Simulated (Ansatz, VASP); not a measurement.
# One calculation of Sb, two programs

The input INCAR:

```
ALGO     = Fast           # electronic algorithm
EDIFF    = 1E-7           # SCF threshold, eV
ENCUT    = 520            # plane-wave cutoff, eV
GGA      = CA             # functional
GGA_COMPAT= False        
ISIF     = 2              # what is computed and relaxed
ISMEAR   = 0              # smearing method
LASPH    = True           # aspherical terms in the spheres
LCHARG   = True           # write CHGCAR
LORBIT   = 11             # projections on sites
LORBMOM  = True         
LREAL    = False          # projectors in reciprocal space
LSORBIT  = True           # spin-orbit coupling
LVHAR    = True         
LWAVE    = False          # write WAVECAR
MAGMOM   = 0 0 0 0 0 0    # initial moments
NBANDS   = 22             # bands
NELM     = 150            # most SCF steps
PREC     = Accurate       # precision mode
SIGMA    = 0.03           # smearing width, eV
```

File KPOINTS:

```
k-points
0
Gamma
  12 12 12
```

POSCAR

```
Sb
1.0
    2.1542000000      1.2437279500      3.7580000000
   -2.1542000000      1.2437279500      3.7580000000
    0.0000000000     -2.4874559000      3.7580000000
Sb
2
Direct
    0.2334900000      0.2334900000      0.2334900000
    0.7665100000      0.7665100000      0.7665100000
```

Input for Ansatz:

```yaml
crystal:
  lattice:
    - [2.1542, 1.24372795, 3.758]
    - [-2.1542, 1.24372795, 3.758]
    - [0.0, -2.4874559, 3.758]
  atoms:
    - { symbol: Sb, position: [0.23349, 0.23349, 0.23349] }
    - { symbol: Sb, position: [0.76651, 0.76651, 0.76651] }
scf:
  occupations: { method: gaussian, width: 0.03 }
output:
  eigenstates: { nscf_kmesh: { grid: [16, 16, 16] } }
hamiltonian:
  xc: lda
kpoints:
  mp_grid: { grid: [12, 12, 12] }
magnetization:
  noncollinear: true
  spin_orbit: true
```

Alike in both runs: task single point; functional LDA; k mesh 12 × 12 × 12; occupations gaussian, width 0.03 eV; non-collinear spin, spin-orbit coupling.

```csv
,VASP,Ansatz
version,VASP 6.6.1,Ansatz 0.2.0
potentials or method,"VASP PAW LDA potentials, release 64 (Sb)","plane waves, PAW"
plane-wave cutoff (eV),520,420
valence electrons in the cell,10,30
```

```tsv
	VASP	Ansatz	Ansatz less VASP
net moment per atom (μB)	0.00	0.00	0.000
```

LDA's correlation is that of Perdew and Zunger in VASP and of Perdew and Wang (1992) in Ansatz. VASP's potentials hold 10 valence electrons a cell and Ansatz's 30, so a difference there can come from the potentials and not from the codes.
